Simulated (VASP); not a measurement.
# Sc (Fm-3m) in VASP: notebook, part 2 of 3

VASP 6.6.1. Earlier steps stand in the parts before.

**3. Electric field gradients, PBEsol (volume scaled by 0.94)**

The input, INCAR:

```
SYSTEM = Sc
PREC = Accurate ; ENCUT = 520
EDIFF = 1E-8 ; ISMEAR = -1
SIGMA = 0.03 ; LREAL = .FALSE.
LASPH = .TRUE. ; NELM = 100
ALGO = Normal ; ISIF = 2
LWAVE = .FALSE. ; LCHARG = .FALSE.
GGA = PS ; LEFG = .TRUE.
NBANDS = 12
```

The input, KPOINTS:

```
regular mesh
0
G
  12 12 12
  0 0 0
```

The input, POSCAR:

```
Sc
1.0
    0.0000000000      2.2241502598      2.2241502598
    2.2241502598      0.0000000000      2.2241502598
    2.2241502598      2.2241502598      0.0000000000
Sc
1
Direct
    0.0000000000      0.0000000000      0.0000000000
```

Potentials or basis: VASP PAW PBE potentials, release 64 (Sc_sv).

On the command line:

```console
cat potpaw_PBE.64/Sc_sv/POTCAR > POTCAR
mpirun -np 1 vasp_std > vasp.out
```

OUTCAR:

```text
SYSTEM = Sc
   PREC = Accurate
   ENCUT = 520
   EDIFF = 1E-8
   ISMEAR = -1
   LREAL = .FALSE.
   LASPH = .TRUE.
   NELM = 100
   ISIF = 2
   GGA = PS

 ion  position               nearest neighbor table
   1  0.000  0.000  0.000-

  LATTYP: Found a face centered cubic cell.
 ALAT       =     4.4483005196

  Lattice vectors:

 A1 = (   0.0000000000,   2.2241502598,   2.2241502598)
 A2 = (   2.2241502598,   0.0000000000,   2.2241502598)
 A3 = (   2.2241502598,   2.2241502598,   0.0000000000)

Analysis of symmetry for initial positions (statically):
=====================================================================
 Subroutine PRICEL returns:
 Original cell was already a primitive cell.

 Routine SETGRP: Setting up the symmetry group for a
 face centered cubic supercell.

 Subroutine GETGRP returns: Found 48 space group operations
 (whereof 48 operations were pure point group operations)
 out of a pool of 48 trial point group operations.

The static configuration has the point symmetry O_h .

Analysis of symmetry for dynamics (positions and initial velocities):
=====================================================================
 Subroutine PRICEL returns:
 Original cell was already a primitive cell.

 Routine SETGRP: Setting up the symmetry group for a
 face centered cubic supercell.

 Subroutine GETGRP returns: Found 48 space group operations
 (whereof 48 operations were pure point group operations)
 out of a pool of 48 trial point group operations.

The dynamic configuration has the point symmetry O_h .

 Subroutine INISYM returns: Found 48 space group operations
 (whereof 48 operations are pure point group operations),
 and found     1 'primitive' translations

----------------------------------------------------------------------------------------

                                     Primitive cell

  volume of cell :      22.0051

  direct lattice vectors                    reciprocal lattice vectors
     0.000000000  2.224150260  2.224150260    -0.224804955  0.224804955  0.224804955
     2.224150260  0.000000000  2.224150260     0.224804955 -0.224804955  0.224804955
     2.224150260  2.224150260  0.000000000     0.224804955  0.224804955 -0.224804955

  length of vectors
     3.145423462  3.145423462  3.145423462     0.389373605  0.389373605  0.389373605

  position of ions in fractional coordinates (direct lattice)
     0.000000000  0.000000000  0.000000000

  ion indices of the primitive-cell ions
   primitive index   ion index
                 1           1

----------------------------------------------------------------------------------------

 KPOINTS: regular mesh

Automatic generation of k-mesh.
 Grid dimensions read from file:
 generate k-points for:   12   12   12

 Generating k-lattice:

[... 69 lines left out ...]
   POTIM  = 0.5000    time-step for ionic-motion
   TEBEG  =    0.0;   TEEND  =   0.0 temperature during run
   PSTRESS=    0.0 pullay stress
   NELECT =      11.0000    total number of electrons
   NUPDOWN=      -1.0000    fix difference up-down
   EMIN   =  10.00;   EMAX   =-10.00  energy-range for DOS
   EFERMI =   0.00;   METHOD = LEGACY
   ISMEAR =    -1;   SIGMA  =   0.03  broadening in eV -4-tet -1-fermi 0-gaus
   EFERMI_NEDOS =   21; number of points for ismear=-14 and -15
   IALGO  =     38    algorithm
   IMIX   =      4    mixing-type and parameters
     AMIX     =   0.40;   BMIX     =  1.00
     AMIX_MAG =   1.60;   BMIX_MAG =  1.00
  volume/ion in A,a.u.               =      22.01       148.50
  Fermi-wavevector in a.u.,A,eV,Ry     =   1.299267  2.455258 22.967909  1.688094
  Thomas-Fermi vector in A             =   2.430541
   LORBIT       =      0    0 simple, 1 ext, 2 COOP (PROOUT), +10 PAW based schemes
   GGA     = PS    functional components
   LHFCALC =     F    Hartree Fock is set to
   AEXX    =    0.0000 exact exchange contribution
   IVDW    =     0    specifies the selected vdW correction
   LEPSILON=     F    determine dielectric tensor
   LRPA    =     F    only Hartree local field effects (RPA)
 non-spin polarized calculation
  energy-cutoff  :      520.00
  volume of cell :       22.01
 maximum number of plane-waves:       609
   NGX = 11   NGY = 11   NGZ = 11

 number of electron      11.0000004 magnetization

 Free energy of the ion-electron system (eV)
  ---------------------------------------------------
  ext. energy  EPLUGINS =         0.00000000
  ---------------------------------------------------
  free energy    TOTEN  =        -6.54121175 eV

  energy without entropy =       -6.53618521  energy(sigma->0) =       -6.53869848

 E-fermi :   4.3295     XC(G=0): -10.4602

 val. band max:        4.3261299966   @ k =   0.5000   0.3333   0.1667
 cond. band min:       4.3459464490   @ k =  -0.3333   0.2500   0.0000
 fundamental gap:      0.0198164524
 Fermi energy:         4.3294583475

 k-point     1 :       0.0000    0.0000    0.0000
  band No.  band energies     occupation
      1     -44.6005      2.00000
      2     -23.0232      2.00000
      3     -23.0232      2.00000
      4     -23.0232      2.00000
      5      -1.0747      2.00000
      6       6.0533      0.00000
      7       6.0533      0.00000
      8       6.0533      0.00000
      9       7.6614      0.00000
     10       7.6614      0.00000
     11      17.4793      0.00000
     12      21.3119      0.00000
[... 331 lines left out ...]
 k-point    24 :      -0.4167    0.1667    0.0000
  band No.  band energies     occupation
      1     -44.4925      2.00000
      2     -23.5552      2.00000
      3     -23.2051      2.00000
      4     -23.1193      2.00000
      5       2.9793      2.00000
      6       4.3203      1.15117
      7       5.4587      0.00000
      8       6.3853      0.00000
      9       8.4858      0.00000
     10       9.5644      0.00000
     11      12.0558      0.00000
     12      16.5860      0.00000

 [... further k-points ...]

------------------------ aborting loop because EDIFF is reached ----------------------------------------

  FORCE on cell =-STRESS in cart. coord.  units (eV):
  Direction    XX          YY          ZZ          XY          YZ          ZX
  --------------------------------------------------------------------------------------
  -------------------------------------------------------------------------------------
  Total        0.5790938      0.5790938      0.5790938     -0.0000000      0.0000000     -0.0000000
  in kB       42.1635479     42.1635479     42.1635479     -0.0000000      0.0000000     -0.0000000
  external PRESSURE =      42.1635479 kB  Pullay stress =       0.0000000 kB

 VOLUME and BASIS-vectors are now :
 -----------------------------------------------------------------------------
  energy-cutoff  :      520.00
  volume of cell :       22.01
      direct lattice vectors                 reciprocal lattice vectors
     0.000000000  2.224150260  2.224150260    -0.224804955  0.224804955  0.224804955
     2.224150260  0.000000000  2.224150260     0.224804955 -0.224804955  0.224804955
     2.224150260  2.224150260  0.000000000     0.224804955  0.224804955 -0.224804955

 POSITION                                       TOTAL-FORCE (eV/Angst)
 -----------------------------------------------------------------------------------
      0.00000      0.00000      0.00000         0.000000      0.000000     -0.000000
 -----------------------------------------------------------------------------------
    total drift:                                0.000000     -0.000000     -0.000000

  FREE ENERGIE OF THE ION-ELECTRON SYSTEM (eV)
  ---------------------------------------------------
  free  energy   TOTEN  =        -6.5412117471 eV

  energy  without entropy=       -6.5361852114  energy(sigma->0) =       -6.53869848

 Electric field gradients (V/A^2)
---------------------------------------------------------------------
 ion       V_xx      V_yy      V_zz      V_xy      V_xz      V_yz
---------------------------------------------------------------------
   1       0.000     0.000    -0.000     0.001     0.001     0.001
---------------------------------------------------------------------

 Electric field gradients after diagonalization (V/A^2)
 (convention: |V_zz| > |V_xx| > |V_yy|)
----------------------------------------------------------------------
 ion       V_xx      V_yy      V_zz     asymmetry (V_yy - V_xx)/ V_zz
----------------------------------------------------------------------
   1      -0.001    -0.001     0.001       0.000
----------------------------------------------------------------------

           NMR quadrupolar parameters

 Cq : quadrupolar parameter    Cq=e*Q*V_zz/h
 eta: asymmetry parameters     (V_yy - V_xx)/ V_zz
 Q  : nuclear electric quadrupole moment in mb (millibarn)
----------------------------------------------------------------------
 ion       Cq(MHz)       eta       Q (mb)
----------------------------------------------------------------------
   1       0.000       0.000       1.000
----------------------------------------------------------------------
```

OSZICAR:

```text
N       E                     dE             d eps       ncg     rms          rms(c)
DAV:   1     0.694864552802E+02    0.69486E+02   -0.50858E+03  1744   0.908E+02
DAV:   2    -0.583606554737E+01   -0.75323E+02   -0.73778E+02  1728   0.279E+02
DAV:   3    -0.718612296470E+01   -0.13501E+01   -0.13275E+01  2296   0.498E+01
DAV:   4    -0.720692036178E+01   -0.20797E-01   -0.20778E-01  2156   0.485E+00
DAV:   5    -0.720716612937E+01   -0.24577E-03   -0.24576E-03  2336   0.503E-01    0.624E+00
DAV:   6    -0.662390951374E+01    0.58326E+00   -0.87756E-01  2580   0.136E+01    0.190E+00
DAV:   7    -0.654618021250E+01    0.77729E-01   -0.17072E-01  2724   0.577E+00    0.498E-01
DAV:   8    -0.654142092455E+01    0.47593E-02   -0.92917E-03  1956   0.135E+00    0.129E-01
DAV:   9    -0.654121001935E+01    0.21091E-03   -0.87281E-04  2576   0.452E-01    0.215E-02
DAV:  10    -0.654121178810E+01   -0.17688E-05   -0.29394E-05  2608   0.611E-02    0.551E-03
DAV:  11    -0.654121178320E+01    0.49079E-08   -0.17331E-06  2640   0.178E-02    0.870E-04
DAV:  12    -0.654121172416E+01    0.59036E-07   -0.25351E-08  2272   0.220E-03    0.105E-04
DAV:  13    -0.654121174595E+01   -0.21784E-07   -0.76232E-10  1020   0.383E-04    0.179E-05
DAV:  14    -0.654121174708E+01   -0.11366E-08   -0.18412E-10  1012   0.190E-04
   1 F= -.65412117E+01 E0= -.65386985E+01  d E =-.502654E-02
```

Run time: 9 s. Hardware: 1 thread of Intel Xeon Platinum 8375C at 2.90GHz (Ice Lake), shared host; peak memory 0.15 GiB.

Results:

| Property | Result |
| --- | --- |
| Free energy | -6.5412 eV |
| Pressure | 4.2 GPa |

Caveat: without QUAD_EFG the Cq values of the log hold for a quadrupole moment of 1 mb, not for the nuclei; the PAW data sets were made with another functional, which shifts forces and pressure a little.

**4. Electric field gradients, PBEsol (volume scaled by 0.98)**

The input, INCAR:

```
PREC = Accurate
ENCUT = 520
EDIFF = 1E-8
ISMEAR = -1
SIGMA = 0.03
LREAL = F
LASPH = T
NELM = 80
ALGO = Normal
ISIF = 2
LWAVE = F
LCHARG = F
GGA = PS
LEFG = T
NBANDS = 12
```

The input, KPOINTS:

```
regular mesh
0
Gamma
  12 12 12
```

The input, POSCAR:

```
Sc
1.0
    0.0000000000      2.2552612858      2.2552612858
    2.2552612858      0.0000000000      2.2552612858
    2.2552612858      2.2552612858      0.0000000000
Sc
1
Direct
    0.0000000000      0.0000000000      0.0000000000
```

Potentials or basis: VASP PAW PBE potentials, release 64 (Sc_sv).

On the command line:

```console
cat potpaw_PBE.64/Sc_sv/POTCAR > POTCAR
mpirun -np 1 vasp_std > vasp.out
```

OUTCAR:

```text
PREC = Accurate
   ENCUT = 520
   EDIFF = 1E-8
   ISMEAR = -1
   LREAL = F
   LASPH = T
   NELM = 80
   ISIF = 2
   GGA = PS

 ion  position               nearest neighbor table
   1  0.000  0.000  0.000-

  LATTYP: Found a face centered cubic cell.
 ALAT       =     4.5105225716

  Lattice vectors:

 A1 = (   0.0000000000,   2.2552612858,   2.2552612858)
 A2 = (   2.2552612858,   0.0000000000,   2.2552612858)
 A3 = (   2.2552612858,   2.2552612858,   0.0000000000)

Analysis of symmetry for initial positions (statically):
=====================================================================
 Subroutine PRICEL returns:
 Original cell was already a primitive cell.

 Routine SETGRP: Setting up the symmetry group for a
 face centered cubic supercell.

 Subroutine GETGRP returns: Found 48 space group operations
[... 539 lines left out ...]
  external PRESSURE =      16.2610905 kB  Pullay stress =       0.0000000 kB

 VOLUME and BASIS-vectors are now :
 -----------------------------------------------------------------------------
  energy-cutoff  :      520.00
  volume of cell :       22.94
      direct lattice vectors                 reciprocal lattice vectors
     0.000000000  2.255261286  2.255261286    -0.221703801  0.221703801  0.221703801
     2.255261286  0.000000000  2.255261286     0.221703801 -0.221703801  0.221703801
     2.255261286  2.255261286  0.000000000     0.221703801  0.221703801 -0.221703801

 POSITION                                       TOTAL-FORCE (eV/Angst)
 -----------------------------------------------------------------------------------
      0.00000      0.00000      0.00000        -0.000000     -0.000000     -0.000000
 -----------------------------------------------------------------------------------
    total drift:                                0.000000      0.000000      0.000000

  FREE ENERGIE OF THE ION-ELECTRON SYSTEM (eV)
  ---------------------------------------------------
  free  energy   TOTEN  =        -6.5585936562 eV

  energy  without entropy=       -6.5535172447  energy(sigma->0) =       -6.55605545

 Electric field gradients (V/A^2)
---------------------------------------------------------------------
 ion       V_xx      V_yy      V_zz      V_xy      V_xz      V_yz
---------------------------------------------------------------------
   1      -0.000    -0.000    -0.000     0.000     0.000     0.000
---------------------------------------------------------------------

 Electric field gradients after diagonalization (V/A^2)
 (convention: |V_zz| > |V_xx| > |V_yy|)
----------------------------------------------------------------------
 ion       V_xx      V_yy      V_zz     asymmetry (V_yy - V_xx)/ V_zz
----------------------------------------------------------------------
   1      -0.000    -0.000     0.001       0.000
----------------------------------------------------------------------

           NMR quadrupolar parameters

 Cq : quadrupolar parameter    Cq=e*Q*V_zz/h
 eta: asymmetry parameters     (V_yy - V_xx)/ V_zz
 Q  : nuclear electric quadrupole moment in mb (millibarn)
----------------------------------------------------------------------
 ion       Cq(MHz)       eta       Q (mb)
----------------------------------------------------------------------
   1       0.000       0.000       1.000
----------------------------------------------------------------------
```

stdout:

```text
POSCAR found type information on POSCAR Sc
 POSCAR found :  1 types and       1 ions
 scaLAPACK will be used
 -----------------------------------------------------------------------------
|                                                                             |
|                                                                             |
|     You enforced a specific xc type in the INCAR file but a different       |
|     I HOPE YOU KNOW WHAT YOU ARE DOING!                                     |
|                                                                             |
 -----------------------------------------------------------------------------

 LDA part: xc-table for (Slater+PW92), standard interpolation
 POSCAR, INCAR and KPOINTS ok, starting setup
 FFT: planning ... GRIDC
 FFT: planning ... GRID_SOFT
 FFT: planning ... GRID
 WAVECAR not read
 entering main loop
ion   1
```

Run time: 7.7 s. Hardware: 1 thread of Intel Xeon Platinum 8375C at 2.90GHz (Ice Lake), shared host; peak memory 0.14 GiB.

Results:

* Free energy: -6.5586 eV
* Pressure: 1.6 GPa

Caveat: without QUAD_EFG the Cq values of the log hold for a quadrupole moment of 1 mb, not for the nuclei; the PAW data sets were made with another functional, which shifts forces and pressure a little.

(Part 2 of 3 ends here.)
